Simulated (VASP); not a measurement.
## Os: single point with LDA

Os:

```
Os
1.0
     0.00000    1.90192    1.90192
     1.90192    0.00000    1.90192
     1.90192    1.90192    0.00000
Os
1
Direct
  0.00000 0.00000 0.00000
```

```yaml
Program: VASP 6.6.1
Task: single point
Functional: LDA
Potentials_or_basis: VASP PAW LDA potentials, release 64 (Os)
Cutoff: 520 eV
k_mesh: 14 × 14 × 14
Occupations: fermi-dirac, width 0.1 eV
Spin: non-collinear spin, zero start, spin-orbit coupling
Starting_moments: "[[0.0, 0.0, 0.0]] μB"
Dipole_correction: no
Further_INCAR_settings: ALGO = Normal; EDIFF = 1e-06; NBANDS = 19
```

| Quantity | Value |
| --- | --- |
| Pressure | 1.3 GPa |
| Net moment | 0.00 μB per cell |
| Valence electrons inside the program's atomic spheres | Os 7.71 |

Moments on the atoms (μB; x, y, z):
```
Os  0.00 0.00 0.00
```

It took 56 s on 1 thread of AMD EPYC 7R43 64-Core Processor (Zen 3), on a shared host, peak memory 0.13 GiB.
